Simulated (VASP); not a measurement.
Crystal: Se.

```
Se
1.0
     3.21176    0.00000    0.00000
    -1.60588    2.78147    0.00000
     0.00000    0.00000    3.00099
Se
1
Direct
  0.00000 0.00000 0.00000
```

| Item | Value |
| --- | --- |
| Program | VASP 6.6.1 |
| Task | relaxation of cell and atoms |
| Functional | r2SCAN |
| Potentials or basis | VASP PAW PBE potentials, release 64 (Se) |
| Cutoff | 600 eV |
| k mesh | 6 × 6 × 6 |
| Occupations | gaussian, width 0.1 eV |
| Spin | no spin polarisation |

At the start: pressure -10.1 GPa; volume 26.81 Å³/atom.

Task: How do energy, volume and symmetry change on relaxing?

Result: Over 22 steps the energy falls by 467.4 meV/atom and the volume is 24.10 Å³/atom (-10.1 %); space group P6/mmm (No. 191, to 0.05 Å).

Step by step:
```
step  energy change (eV)  largest force (eV/Å)  pressure (GPa)  volume (Å³)
   1              0.0000                0.0000          -10.08        26.81
   2             -0.2209                0.0000            2.10        20.78
   3             -0.2236                0.0000            0.30        21.24
   4             -0.2236                0.0000           -0.07        21.34
   5             -0.2420                0.0000           -0.09        21.33
   6             -0.2720                0.0000            0.57        21.29
   7             -0.3805                0.0000            3.64        21.14
   8             -0.1174                0.0000           24.10        20.58
   9             -0.4072                0.0000            5.93        21.06
  10             -0.4097                0.0000            7.36        21.01
  11             -0.4105                0.0000            7.46        21.03
  12             -0.4115                0.0000            7.86        21.08
  13             -0.4132                0.0000            7.69        21.12
  14             -0.4182                0.0000            7.22        21.23
  15             -0.4273                0.0000            6.31        21.47
  16             -0.4419                0.0000            4.58        21.93
  17             -0.4589                0.0000            1.62        22.89
  18             -0.4558                0.0000           -2.78        24.88
  19             -0.4628                0.0000           -0.56        23.77
  20             -0.4643                0.0000           -0.44        23.84
  21             -0.4673                0.0000            0.00        24.05
  22             -0.4674                0.0000            0.13        24.10
```

Final structure:
```
Se
1.0
     3.39127    0.00000    0.00000
    -1.69564    2.93693    0.00000
     0.00000    0.00000    2.42009
Se
1
Direct
  0.00000 0.00000 0.00000
```

Caveat: the k points lie up to 0.43 Å⁻¹ apart in the final cell; the PAW data sets were made with another functional, which shifts forces and pressure a little.
